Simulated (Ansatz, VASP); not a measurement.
# Cu: VASP beside Ansatz

```
Cu
1.0
     0.00000    1.78163    1.78163
     1.78163    0.00000    1.78163
     1.78163    1.78163    0.00000
Cu
1
Direct
  0.00000 0.00000 0.00000
```

Alike in both runs: functional PBE; dispersion D3(BJ); k mesh 20 × 20 × 20; occupations gaussian, width 0.1 eV; no spin polarisation.

Ansatz relaxed the structure, and its values are those at the end. VASP's run is a single point on that final structure, the one shown.

|  | VASP | Ansatz |
| --- | --- | --- |
| version | VASP 6.6.1 | Ansatz 0.2.0 |
| potentials or method | VASP PAW PBE potentials, release 64 (Cu), cutoff 600 eV | scalar-relativistic, plane waves, PAW |
| valence electrons in the cell | 11 | 19 |

VASP gave:

```
gap on the k mesh at the Fermi level (eV) : none
pressure (GPa)                            : 0.6
```

Estimate Ansatz's values.

gap on the k mesh at the Fermi level (eV): none; pressure (GPa): 0.0.

A gap of «none» marks a metal or a gap that the smearing closes. VASP's potentials hold 11 valence electrons a cell and Ansatz's 19, so a difference there can come from the potentials and not from the codes.
